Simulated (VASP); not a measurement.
A run of VASP 6.6.1 is set up as follows.

File INCAR:

```
ALGO = Normal
EDIFF = 1E-6
ENCUT = 520
GGA = PE
ISIF = 2
ISMEAR = 0
LASPH = T
LCHARG = F
LREAL = F
LWAVE = F
NBANDS = 8
NELM = 80
PREC = Accurate
SIGMA = 0.15
```

The input KPOINTS:

```
k-points
0
Gamma
  20 20 20
```

Contents of POSCAR:

```
Al
1.0
   -1.5912186900      1.6031528302      1.6031528302
    1.5912186900     -1.5792845498      1.5792845498
    1.5912186900      1.5792845498     -1.5792845498
Al
1
Direct
    0.0000000000      0.0000000000      0.0000000000
```

Potentials or basis: VASP PAW PBE potentials, release 64 (Al).

Command:

```sh
$ cat potpaw_PBE.64/Al/POTCAR > POTCAR
$ mpirun -np 1 vasp_std > vasp.out
```

Q: Predict the pressure.

A: 3.8 GPa.

Stress tensor (GPa, compression positive):
```
 3.73  0.00  0.00
 0.00  3.79 -0.63
 0.00 -0.63  3.79
```

Caveat: the cell differs from its parent crystal (strain +0.0150 x Voigt [0, 0, 0, 1, 0, 0]).
